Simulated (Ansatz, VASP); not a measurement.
**One calculation of BeAs2C, two programs**

File POSCAR:

```
BeAs2C
1.0
    3.4247097982      0.0000000000      0.0000000000
    0.0000000000      3.4247097982      0.0000000000
    0.0000000000      0.0000000000      4.8968630612
Be As C
1 2 1
Direct
    0.0000000000      0.0000000000      0.0000000000
    0.0000000000      0.5000000000      0.2605674643
    0.5000000000      0.0000000000      0.7394325357
    0.5000000000      0.5000000000      0.5000000000
```

Contents of INCAR.step1:

```
PREC     = Accurate       # precision mode
ENCUT    = 520            # plane-wave cutoff, eV
ISMEAR   = -1             # smearing method
SIGMA    = 0.02           # smearing width, eV
LREAL    = F              # projectors in reciprocal space
LASPH    = T              # aspherical terms in the spheres
NELM     = 80             # most SCF steps
NBANDS   = 16             # bands
GGA      = PE             # functional
ALGO     = Normal         # electronic algorithm
EDIFF    = 1E-4           # SCF threshold, eV
LWAVE    = T              # write WAVECAR
LCHARG   = F              # write CHGCAR
```

File INCAR.step2:

```
PREC     = Accurate       # precision mode
ENCUT    = 520            # plane-wave cutoff, eV
EDIFF    = 1E-7           # SCF threshold, eV
ISMEAR   = -1             # smearing method
SIGMA    = 0.02           # smearing width, eV
LREAL    = F              # projectors in reciprocal space
LASPH    = T              # aspherical terms in the spheres
NELM     = 80             # most SCF steps
ALGO     = Normal         # electronic algorithm
ISIF     = 2              # what is computed and relaxed
LWAVE    = F              # write WAVECAR
LCHARG   = T              # write CHGCAR
METAGGA  = R2SCAN         # meta-GGA
LMIXTAU  = T            
LELF     = T              # ELF
LVHAR    = T            
NBANDS   = 16             # bands
ISTART   = 1
```

File KPOINTS:

```
regular mesh
0
Gamma
  6 6 4
```

Input for Ansatz:

```yaml
crystal:
  lattice:
    - [3.4247097982, 0.0, 0.0]
    - [0.0, 3.4247097982, 0.0]
    - [0.0, 0.0, 4.8968630612]
  atoms:
    - { symbol: Be, position: [0.0, 0.0, 0.0] }
    - { symbol: As, position: [0.0, 0.5, 0.2605674643] }
    - { symbol: C, position: [0.5, 0.5, 0.5] }
    - { symbol: As, position: [0.5, 0.0, 0.7394325357] }
kpoints:
  mp_grid: { grid: [6, 6, 4] }
hamiltonian:
  xc: r2scan
scf:
  occupations: { method: fermi_dirac, width: 0.02 }
  n_extra_bands: 5
output:
  forces: true
  stress: true
  eigenvalues: true
  write_density: true
  write_potential: true
  elf: true
  volumetric_format: npy
```

Alike in both runs: task single point; functional r2SCAN; k mesh 6 × 6 × 4; occupations fermi-dirac, width 0.02 eV; no spin polarisation.

|  | VASP | Ansatz |
| --- | --- | --- |
| version | VASP 6.6.1 | Ansatz 0.2.0 |
| potentials or method | VASP PAW PBE potentials, release 64 (Be, As, C) | plane waves, PAW |
| plane-wave cutoff (eV) | 520 | 500 |
| valence electrons in the cell | 16 | 36 |

```tsv
	VASP	Ansatz	Ansatz less VASP
pressure (GPa)	0.3	0.1	-0.26
rms of the force components (eV/Å)	0.017	0.024	+0.0067
```

VASP's potentials were made for PBE, not for r2SCAN. VASP's potentials hold 16 valence electrons a cell and Ansatz's 36, so a difference there can come from the potentials and not from the codes.
